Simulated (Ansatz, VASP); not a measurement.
## Two plane-wave programs on Cu

```
Cu
1.0
    -1.42740    1.42740    1.34108
     1.42740   -1.42740    1.34108
     2.85479    2.85479    0.00000
Cu
2
Direct
  0.05177 0.94823 0.00000
  0.44823 0.55177 0.50000
```

Change from the starting cell: mode 1 frozen in at -0.209 Å and mode 5 at +0.000 Å (largest displacements).

Alike in both runs: task single point; functional LDA; k mesh 20 × 20 × 12; occupations gaussian, width 0.15 eV; no spin polarisation.

```csv
,VASP,Ansatz
version,VASP 6.6.1,Ansatz 0.2.0
potentials or method,"VASP PAW LDA potentials, release 64 (Cu), cutoff 520 eV","scalar-relativistic, plane waves, PAW"
valence electrons in the cell,22,38
```

VASP gave:

| Item | Value |
| --- | --- |
| gap on the k mesh at the Fermi level (eV) | none |
| pressure (GPa) | 1.5 |
| traceless stress, the component that is largest in VASP (GPa) | -2.58 |
| rms of the force components (eV/Å) | 0.004 |

What did Ansatz give for the same quantities?

gap on the k mesh at the Fermi level (eV): none; pressure (GPa): 0.1; traceless stress, the component that is largest in VASP (GPa): -2.59; rms of the force components (eV/Å): 0.004.

Ansatz warns that its potentials were made for another functional, while VASP's fit it. LDA's correlation is that of Perdew and Zunger in VASP and of Perdew and Wang (1992) in Ansatz. Atom by atom the forces differ by 0.001 eV/Å (rms over components). A gap of «none» marks a metal or a gap that the smearing closes. VASP's potentials hold 22 valence electrons a cell and Ansatz's 38, so a difference there can come from the potentials and not from the codes.
